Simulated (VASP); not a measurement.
Crystal: Cd.

```
Cd
1.0
     1.57901    0.90449    2.38531
    -1.65999    0.89892    2.44059
    -0.04532   -1.89348    2.44709
Cd
1
Direct
  0.99971 0.99976 0.01173
```

Base run:

| Quantity | Value |
| --- | --- |
| Program | VASP 6.6.1 |
| Functional | PBE |
| Potentials or basis | VASP PAW PBE potentials, release 64 (Cd) |
| Cutoff | 520 eV |
| k mesh | 7 × 7 × 7 |
| Occupations | gaussian, width 0.1 eV |
| Spin | no spin polarisation |

Its results: band gap on the k mesh zero (bands 6 and 7 overlap by 2.17 eV); pressure 2.0 GPa.

The run is repeated on the same cell with these changes: k mesh from 7 × 7 × 7 to 17 × 16 × 16; further incar settings from ALGO = Normal; EDIFF = 1e-06; NBANDS = 12 to ALGO = Fast; EDIFF = 1e-06; NBANDS = 12. What comes out?

Band gap on the k mesh zero (bands 6 and 7 overlap by 3.55 eV); pressure 2.4 GPa.
